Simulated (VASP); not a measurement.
**Au: single point with PBEsol**

The system is Au.

```
Au
1.0
     2.95067    0.00000    0.00000
    -1.47533    2.55535    0.00000
     0.00000    0.00000    4.96526
Au
2
Direct
  0.33333 0.66667 0.75000
  0.66667 0.33333 0.25000
```

```yaml
Program: VASP 6.6.1
Task: single point
Functional: PBEsol
Potentials_or_basis: VASP PAW PBE potentials, release 64 (Au)
Cutoff: 520 eV
k_mesh: 13 × 13 × 7
Occupations: fermi-dirac, width 0.1 eV
Spin: no spin polarisation
```

The pressure is -12.7 GPa and the band gap on the k mesh is zero (band 11 reaches 10.54 eV, above the bottom of band 12 at 5.43 eV).

Stress tensor (GPa, compression positive):
```
-12.80   0.00   0.00
  0.00 -12.80   0.00
  0.00   0.00 -12.40
```

Levels at points of the mesh, in eV from the Fermi level:
```tsv
k point	band 9	band 10	band 11	band 12	band 13	band 14
(0.00, 0.00, 0.00)	-3.13	-1.98	-1.98	-0.68	2.30	14.69
```

It took 60 s on 1 thread of Intel Xeon 8259CL (shared host), peak memory 0.19 GiB.

Caveat: the PAW data sets were made with another functional, which shifts forces and pressure a little; spin-orbit coupling is left out, which moves the levels of the heavy elements.
